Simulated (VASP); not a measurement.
# Ir (Fd-3m) in VASP: a series of runs, part 2 of 2

VASP 6.6.1. The steps go on from the part before.

## Step 4: Single point, LDA (volume scaled by 0.92)

The input, INCAR:

```
PREC = Accurate
ENCUT = 520
EDIFF = 1E-6
ISMEAR = -1
SIGMA = 0.1
LREAL = F
LASPH = T
NELM = 60
ALGO = Normal
ISIF = 2
LWAVE = F
LCHARG = F
NBANDS = 16
```

The input, KPOINTS:

```
Automatic mesh
0
Gamma
  11 11 11
```

The input, POSCAR:

```
Ir
1.0
    0.0000000000      2.6634940114      2.6634940114
    2.6634940114      0.0000000000      2.6634940114
    2.6634940114      2.6634940114      0.0000000000
Ir
2
Direct
    0.1250000000      0.1250000000      0.1250000000
    0.8750000000      0.8750000000      0.8750000000
```

Potentials or basis: VASP PAW LDA potentials, release 64 (Ir).

Launch:

```console
> cat potpaw_LDA.64/Ir/POTCAR > POTCAR
> mpirun -np 1 vasp_std > vasp.out
```

OUTCAR:

```text
PREC = Accurate
   ENCUT = 520
   EDIFF = 1E-6
   ISMEAR = -1
   LREAL = F
   LASPH = T
   NELM = 60
   ISIF = 2

 ion  position               nearest neighbor table
   1  0.125  0.125  0.125-   2 2.31   2 2.31   2 2.31   2 2.31
   2  0.875  0.875  0.875-   1 2.31   1 2.31   1 2.31   1 2.31

  LATTYP: Found a face centered cubic cell.
 ALAT       =     5.3269880228

  Lattice vectors:

 A1 = (   0.0000000000,   2.6634940114,   2.6634940114)
 A2 = (   2.6634940114,   0.0000000000,   2.6634940114)
 A3 = (   2.6634940114,   2.6634940114,   0.0000000000)

Analysis of symmetry for initial positions (statically):
=====================================================================
 Subroutine PRICEL returns:
 Original cell was already a primitive cell.

 Routine SETGRP: Setting up the symmetry group for a
 face centered cubic supercell.

 Subroutine GETGRP returns: Found 48 space group operations
 (whereof 12 operations were pure point group operations)
 out of a pool of 48 trial point group operations.

The static configuration has the point symmetry D_3d.
 The point group associated with its full space group is O_h .

Analysis of symmetry for dynamics (positions and initial velocities):
=====================================================================
 Subroutine PRICEL returns:
 Original cell was already a primitive cell.

 Routine SETGRP: Setting up the symmetry group for a
 face centered cubic supercell.

 Subroutine GETGRP returns: Found 48 space group operations
 (whereof 12 operations were pure point group operations)
 out of a pool of 48 trial point group operations.

The dynamic configuration has the point symmetry D_3d.
 The point group associated with its full space group is O_h .

 Subroutine INISYM returns: Found 48 space group operations
 (whereof 12 operations are pure point group operations),
 and found     1 'primitive' translations

----------------------------------------------------------------------------------------

                                     Primitive cell
[... 111 lines left out ...]
     AMIX_MAG =   1.60;   BMIX_MAG =  1.00
  volume/ion in A,a.u.               =      18.90       127.51
  Fermi-wavevector in a.u.,A,eV,Ry     =   1.278509  2.416033 22.239898  1.634586
  Thomas-Fermi vector in A             =   2.411048
   LORBIT       =      0    0 simple, 1 ext, 2 COOP (PROOUT), +10 PAW based schemes
   GGA     = CA    functional components
   LHFCALC =     F    Hartree Fock is set to
   AEXX    =    0.0000 exact exchange contribution
   IVDW    =     0    specifies the selected vdW correction
   LEPSILON=     F    determine dielectric tensor
   LRPA    =     F    only Hartree local field effects (RPA)
 non-spin polarized calculation
  energy-cutoff  :      520.00
  volume of cell :       37.79
 maximum number of plane-waves:      1030
   NGX = 13   NGY = 13   NGZ = 13

 number of electron      18.0000002 magnetization

 Free energy of the ion-electron system (eV)
  ---------------------------------------------------
  ext. energy  EPLUGINS =         0.00000000
  ---------------------------------------------------
  free energy    TOTEN  =       -18.05323659 eV

  energy without entropy =      -17.99918933  energy(sigma->0) =      -18.02621296

 E-fermi :   6.6995     XC(G=0): -12.1084

 val. band max:        6.6571958643   @ k =  -0.4545   0.2727   0.0000
 cond. band min:       6.7264933776   @ k =  -0.2727   0.2727   0.0909
 fundamental gap:      0.0692975133
 Fermi energy:         6.6995409694

 k-point     1 :       0.0000    0.0000    0.0000
  band No.  band energies     occupation
      1      -2.2728      2.00000
      2       0.6744      2.00000
      3       0.6744      2.00000
      4       1.3134      2.00000
      5       1.3134      2.00000
      6       1.3134      2.00000
[... 433 lines left out ...]
      3       0.8607      2.00000
      4       0.9054      2.00000
      5       1.4928      2.00000
      6       2.4423      2.00000
[... 8 lines left out ...]
     15      18.0994      0.00000
     16      19.7306      0.00000

 [... further k-points ...]

------------------------ aborting loop because EDIFF is reached ----------------------------------------

  FORCE on cell =-STRESS in cart. coord.  units (eV):
  Direction    XX          YY          ZZ          XY          YZ          ZX
  --------------------------------------------------------------------------------------
  -------------------------------------------------------------------------------------
  Total        5.0844096      5.0844096      5.0844096      0.0000000      0.0000000     -0.0000000
  in kB      215.5588923    215.5588923    215.5588923      0.0000000      0.0000000     -0.0000000
  external PRESSURE =     215.5588923 kB  Pullay stress =       0.0000000 kB

 VOLUME and BASIS-vectors are now :
 -----------------------------------------------------------------------------
  energy-cutoff  :      520.00
  volume of cell :       37.79
      direct lattice vectors                 reciprocal lattice vectors
     0.000000000  2.663494011  2.663494011    -0.187723343  0.187723343  0.187723343
     2.663494011  0.000000000  2.663494011     0.187723343 -0.187723343  0.187723343
     2.663494011  2.663494011  0.000000000     0.187723343  0.187723343 -0.187723343

 POSITION                                       TOTAL-FORCE (eV/Angst)
 -----------------------------------------------------------------------------------
      0.66587      0.66587      0.66587         0.000000      0.000000      0.000000
      4.66111      4.66111      4.66111        -0.000000     -0.000000     -0.000000
 -----------------------------------------------------------------------------------
    total drift:                                0.000000     -0.000000     -0.000000

  FREE ENERGIE OF THE ION-ELECTRON SYSTEM (eV)
  ---------------------------------------------------
  free  energy   TOTEN  =       -18.0532365923 eV

  energy  without entropy=      -17.9991893260  energy(sigma->0) =      -18.02621296
```

stdout:

```text
POSCAR found type information on POSCAR Ir
 POSCAR found :  1 types and       2 ions
 scaLAPACK will be used
 LDA part: xc-table for (Slater(with rela. corr.)+CA(PZ))
 , standard interpolation
 POSCAR, INCAR and KPOINTS ok, starting setup
 FFT: planning ... GRIDC
 FFT: planning ... GRID_SOFT
 FFT: planning ... GRID
 WAVECAR not read
 entering main loop
```

It took 19 s on 1 thread of AMD EPYC 9R45 (Zen 5), shared host; peak memory 0.13 GiB.

Results:

| Quantity | Value |
| --- | --- |
| Free energy | -18.0532 eV |
| Pressure | 21.6 GPa |
| Band gap on the k mesh | zero (band 9 reaches 7.94 eV, above the bottom of band 10 at 6.17 eV) |

Caveat: spin-orbit coupling is left out, which moves the levels of the heavy elements.

## Step 5: Single point, LDA (volume scaled by 0.96)

The input, INCAR:

```
SYSTEM = Ir
ALGO     = Normal         ! electronic algorithm
EDIFF    = 1E-7           ! SCF threshold, eV
ENCUT    = 520            ! plane-wave cutoff, eV
GGA      = CA             ! functional
ISIF     = 2              ! what is computed and relaxed
ISMEAR   = -1             ! smearing method
LASPH    = .TRUE.         ! aspherical terms in the spheres
LCHARG   = .FALSE.        ! write CHGCAR
LREAL    = .FALSE.        ! projectors in reciprocal space
LWAVE    = .FALSE.        ! write WAVECAR
NBANDS   = 16             ! bands
NELM     = 80             ! most SCF steps
PREC     = Accurate       ! precision mode
SIGMA    = 0.1            ! smearing width, eV
```

The input, KPOINTS:

```
k-points
0
G
  11 11 11
  0 0 0
```

The input, POSCAR:

```
Ir
1.0
    0.0000000000      2.7015490673      2.7015490673
    2.7015490673      0.0000000000      2.7015490673
    2.7015490673      2.7015490673      0.0000000000
Ir
2
Direct
    0.1250000000      0.1250000000      0.1250000000
    0.8750000000      0.8750000000      0.8750000000
```

Potentials or basis: VASP PAW LDA potentials, release 64 (Ir).

Launch:

```console
> cat potpaw_LDA.64/Ir/POTCAR > POTCAR
> mpirun -np 1 vasp_std > vasp.out
```

OUTCAR:

```text
SYSTEM = Ir
   EDIFF = 1E-7
   ENCUT = 520
   GGA = CA
   ISIF = 2
   ISMEAR = -1
   LASPH = .TRUE.
   LREAL = .FALSE.
   NELM = 80
   PREC = Accurate

 ion  position               nearest neighbor table
   1  0.125  0.125  0.125-   2 2.34   2 2.34   2 2.34   2 2.34
   2  0.875  0.875  0.875-   1 2.34   1 2.34   1 2.34   1 2.34

  LATTYP: Found a face centered cubic cell.
 ALAT       =     5.4030981346

  Lattice vectors:

 A1 = (   0.0000000000,   2.7015490673,   2.7015490673)
 A2 = (   2.7015490673,   0.0000000000,   2.7015490673)
 A3 = (   2.7015490673,   2.7015490673,   0.0000000000)

Analysis of symmetry for initial positions (statically):
=====================================================================
 Subroutine PRICEL returns:
 Original cell was already a primitive cell.

 Routine SETGRP: Setting up the symmetry group for a
 face centered cubic supercell.

 Subroutine GETGRP returns: Found 48 space group operations
 (whereof 12 operations were pure point group operations)
 out of a pool of 48 trial point group operations.

The static configuration has the point symmetry D_3d.
 The point group associated with its full space group is O_h .

Analysis of symmetry for dynamics (positions and initial velocities):
=====================================================================
 Subroutine PRICEL returns:
 Original cell was already a primitive cell.

 Routine SETGRP: Setting up the symmetry group for a
 face centered cubic supercell.

 Subroutine GETGRP returns: Found 48 space group operations
 (whereof 12 operations were pure point group operations)
 out of a pool of 48 trial point group operations.

The dynamic configuration has the point symmetry D_3d.
 The point group associated with its full space group is O_h .

 Subroutine INISYM returns: Found 48 space group operations
 (whereof 12 operations are pure point group operations),
 and found     1 'primitive' translations

[... 112 lines left out ...]
   IMIX   =      4    mixing-type and parameters
     AMIX     =   0.40;   BMIX     =  1.00
     AMIX_MAG =   1.60;   BMIX_MAG =  1.00
  volume/ion in A,a.u.               =      19.72       133.06
  Fermi-wavevector in a.u.,A,eV,Ry     =   1.260500  2.381999 21.617752  1.588860
  Thomas-Fermi vector in A             =   2.394006
   LORBIT       =      0    0 simple, 1 ext, 2 COOP (PROOUT), +10 PAW based schemes
   GGA     = CA    functional components
   LHFCALC =     F    Hartree Fock is set to
   AEXX    =    0.0000 exact exchange contribution
   IVDW    =     0    specifies the selected vdW correction
   LEPSILON=     F    determine dielectric tensor
   LRPA    =     F    only Hartree local field effects (RPA)
 non-spin polarized calculation
  energy-cutoff  :      520.00
  volume of cell :       39.43
 maximum number of plane-waves:      1074
   NGX = 15   NGY = 15   NGZ = 15

 number of electron      17.9999999 magnetization

 Free energy of the ion-electron system (eV)
  ---------------------------------------------------
  ext. energy  EPLUGINS =         0.00000000
  ---------------------------------------------------
  free energy    TOTEN  =       -18.21145456 eV

  energy without entropy =      -18.15275282  energy(sigma->0) =      -18.18210369

 E-fermi :   6.1187     XC(G=0): -11.8827

 val. band max:        6.0582790608   @ k =  -0.2727   0.2727   0.0000
 cond. band min:       6.1285318954   @ k =  -0.4545   0.2727   0.0000
 fundamental gap:      0.0702528346
 Fermi energy:         6.1186889637

 k-point     1 :       0.0000    0.0000    0.0000
  band No.  band energies     occupation
      1      -2.5161      2.00000
      2       0.4377      2.00000
      3       0.4377      2.00000
      4       0.9817      2.00000
      5       0.9817      2.00000
      6       0.9817      2.00000
[... 433 lines left out ...]
      3       0.6015      2.00000
      4       0.6118      2.00000
      5       1.1653      2.00000
      6       2.0581      2.00000
[... 8 lines left out ...]
     15      17.1276      0.00000
     16      19.0117      0.00000

 [... further k-points ...]

------------------------ aborting loop because EDIFF is reached ----------------------------------------

  FORCE on cell =-STRESS in cart. coord.  units (eV):
  Direction    XX          YY          ZZ          XY          YZ          ZX
  --------------------------------------------------------------------------------------
  -------------------------------------------------------------------------------------
  Total        2.3639906      2.3639906      2.3639906     -0.0000000      0.0000000      0.0000000
  in kB       96.0478722     96.0478722     96.0478722     -0.0000000      0.0000000      0.0000000
  external PRESSURE =      96.0478722 kB  Pullay stress =       0.0000000 kB

 VOLUME and BASIS-vectors are now :
 -----------------------------------------------------------------------------
  energy-cutoff  :      520.00
  volume of cell :       39.43
      direct lattice vectors                 reciprocal lattice vectors
     0.000000000  2.701549067  2.701549067    -0.185079000  0.185079000  0.185079000
     2.701549067  0.000000000  2.701549067     0.185079000 -0.185079000  0.185079000
     2.701549067  2.701549067  0.000000000     0.185079000  0.185079000 -0.185079000

 POSITION                                       TOTAL-FORCE (eV/Angst)
 -----------------------------------------------------------------------------------
      0.67539      0.67539      0.67539         0.000000      0.000000      0.000000
      4.72771      4.72771      4.72771        -0.000000     -0.000000     -0.000000
 -----------------------------------------------------------------------------------
    total drift:                                0.000000     -0.000000     -0.000000

  FREE ENERGIE OF THE ION-ELECTRON SYSTEM (eV)
  ---------------------------------------------------
  free  energy   TOTEN  =       -18.2114545597 eV

  energy  without entropy=      -18.1527528235  energy(sigma->0) =      -18.18210369
```

It took 19 s on 1 thread of AMD EPYC 9R45 (Zen 5), shared host; peak memory 0.13 GiB.

What came out:

* Free energy: -18.2115 eV
* Pressure: 9.6 GPa
* Band gap on the k mesh: zero (band 9 reaches 7.26 eV, above the bottom of band 10 at 5.61 eV)

Levels at points of the mesh, in eV from the Fermi level:
```tsv
k point	band 6	band 7	band 8	band 9	band 10	band 11	band 12	band 13
(0.00, 0.00, 0.00)	-5.14	-1.95	-1.95	-1.95	1.01	1.01	11.22	11.25
```

Caveat: spin-orbit coupling is left out, which moves the levels of the heavy elements.

## Step 6: Single point, LDA

The input, INCAR:

```
ALGO = Normal
EDIFF = 1E-6
ENCUT = 520
ISIF = 2
ISMEAR = -1
LASPH = True
LCHARG = True
LELF = True
LREAL = False
LVHAR = True
LWAVE = False
NBANDS = 16
NELM = 80
PREC = Accurate
SIGMA = 0.1
```

The input, KPOINTS:

```
k-points
0
Gamma
  11 11 11
```

The input, POSCAR:

```
Ir
1.0
    0.0000000000      2.7385611881      2.7385611881
    2.7385611881      0.0000000000      2.7385611881
    2.7385611881      2.7385611881      0.0000000000
Ir
2
Direct
    0.1250000000      0.1250000000      0.1250000000
    0.8750000000      0.8750000000      0.8750000000
```

Potentials or basis: VASP PAW LDA potentials, release 64 (Ir).

Launch:

```console
> cat potpaw_LDA.64/Ir/POTCAR > POTCAR
> mpirun -np 1 vasp_std > vasp.out
```

OUTCAR:

```text
EDIFF = 1E-6
   ENCUT = 520
   ISIF = 2
   ISMEAR = -1
   LASPH = True
   LREAL = False
   NELM = 80
   PREC = Accurate

 ion  position               nearest neighbor table
   1  0.125  0.125  0.125-   2 2.37   2 2.37   2 2.37   2 2.37
   2  0.875  0.875  0.875-   1 2.37   1 2.37   1 2.37   1 2.37

  LATTYP: Found a face centered cubic cell.
 ALAT       =     5.4771223762

  Lattice vectors:

 A1 = (   0.0000000000,   2.7385611881,   2.7385611881)
 A2 = (   2.7385611881,   0.0000000000,   2.7385611881)
 A3 = (   2.7385611881,   2.7385611881,   0.0000000000)

[... 642 lines left out ...]

  FORCE on cell =-STRESS in cart. coord.  units (eV):
  Direction    XX          YY          ZZ          XY          YZ          ZX
  --------------------------------------------------------------------------------------
  -------------------------------------------------------------------------------------
  Total        0.0200292      0.0200292      0.0200292      0.0000000      0.0000000      0.0000000
  in kB        0.7812253      0.7812253      0.7812253      0.0000000      0.0000000      0.0000000
  external PRESSURE =       0.7812253 kB  Pullay stress =       0.0000000 kB

 VOLUME and BASIS-vectors are now :
 -----------------------------------------------------------------------------
  energy-cutoff  :      520.00
  volume of cell :       41.08
      direct lattice vectors                 reciprocal lattice vectors
     0.000000000  2.738561188  2.738561188    -0.182577626  0.182577626  0.182577626
     2.738561188  0.000000000  2.738561188     0.182577626 -0.182577626  0.182577626
     2.738561188  2.738561188  0.000000000     0.182577626  0.182577626 -0.182577626

 POSITION                                       TOTAL-FORCE (eV/Angst)
 -----------------------------------------------------------------------------------
      0.68464      0.68464      0.68464         0.000000     -0.000000     -0.000000
      4.79248      4.79248      4.79248        -0.000000      0.000000      0.000000
 -----------------------------------------------------------------------------------
    total drift:                               -0.000000      0.000000      0.000000

  FREE ENERGIE OF THE ION-ELECTRON SYSTEM (eV)
  ---------------------------------------------------
  free  energy   TOTEN  =       -18.2599230414 eV

  energy  without entropy=      -18.1962310722  energy(sigma->0) =      -18.22807706
```

OSZICAR:

```text
N       E                     dE             d eps       ncg     rms          rms(c)
DAV:   1     0.136076068190E+03    0.13608E+03   -0.79411E+03  1792   0.106E+03
DAV:   2    -0.147780588225E+02   -0.15085E+03   -0.13313E+03  1800   0.287E+02
DAV:   3    -0.192987220790E+02   -0.45207E+01   -0.44638E+01  2376   0.592E+01
DAV:   4    -0.193468549293E+02   -0.48133E-01   -0.48127E-01  2016   0.563E+00
DAV:   5    -0.193482424499E+02   -0.13875E-02   -0.13875E-02  2480   0.981E-01    0.166E+01
DAV:   6    -0.184130173570E+02    0.93523E+00   -0.16197E+00  2432   0.148E+01    0.637E+00
DAV:   7    -0.182811425753E+02    0.13187E+00   -0.20089E-01  2640   0.445E+00    0.216E+00
DAV:   8    -0.182599981173E+02    0.21144E-01   -0.19500E-02  2024   0.114E+00    0.224E-01
DAV:   9    -0.182599221089E+02    0.76008E-04   -0.71348E-04  2168   0.200E-01    0.631E-02
DAV:  10    -0.182599225880E+02   -0.47907E-06   -0.37496E-05  2360   0.566E-02    0.100E-02
DAV:  11    -0.182599230414E+02   -0.45343E-06   -0.18661E-06  2040   0.129E-02
   1 F= -.18259923E+02 E0= -.18228077E+02  d E =-.636920E-01
```

stdout:

```text
POSCAR found type information on POSCAR Ir
 POSCAR found :  1 types and       2 ions
 scaLAPACK will be used
 LDA part: xc-table for (Slater(with rela. corr.)+CA(PZ))
 , standard interpolation
 POSCAR, INCAR and KPOINTS ok, starting setup
 FFT: planning ... GRIDC
 FFT: planning ... GRID_SOFT
 FFT: planning ... GRID
 WAVECAR not read
 entering main loop
```

Run time: 22 s. Hardware: 1 thread of AMD EPYC 9R45 (Zen 5), shared host; peak memory 0.14 GiB.

What came out:

| Item | Value |
| --- | --- |
| Free energy | -18.2599 eV |
| Pressure | 0.1 GPa |
| Band gap on the k mesh | zero (band 9 reaches 6.64 eV, above the bottom of band 10 at 5.10 eV) |

Caveat: spin-orbit coupling is left out, which moves the levels of the heavy elements.

## Step 7: The runs side by side

```csv
cell,k mesh,gap on the mesh (eV),pressure (GPa)
"a = 3.873 Å, angles 60.0°, 2 atoms",10 × 10 × 10,none,0.2
"a = 3.711 Å, angles 60.0°, 2 atoms",11 × 11 × 11,none,36.5
"a = 3.767 Å, angles 60.0°, 2 atoms",11 × 11 × 11,none,21.6
"a = 3.821 Å, angles 60.0°, 2 atoms",11 × 11 × 11,none,9.6
"a = 3.873 Å, angles 60.0°, 2 atoms",11 × 11 × 11,none,0.1
```

Alike in all rows: task single point; level LDA; potentials or basis VASP PAW LDA potentials, release 64 (Ir); no spin polarisation; cutoff (eV) 520; smearing fermi-dirac 0.1 eV.

Caveats: spin-orbit coupling is left out, which moves the levels of the heavy elements.

Total energies depend on the potentials used, so only differences within one code and one set of settings carry meaning.
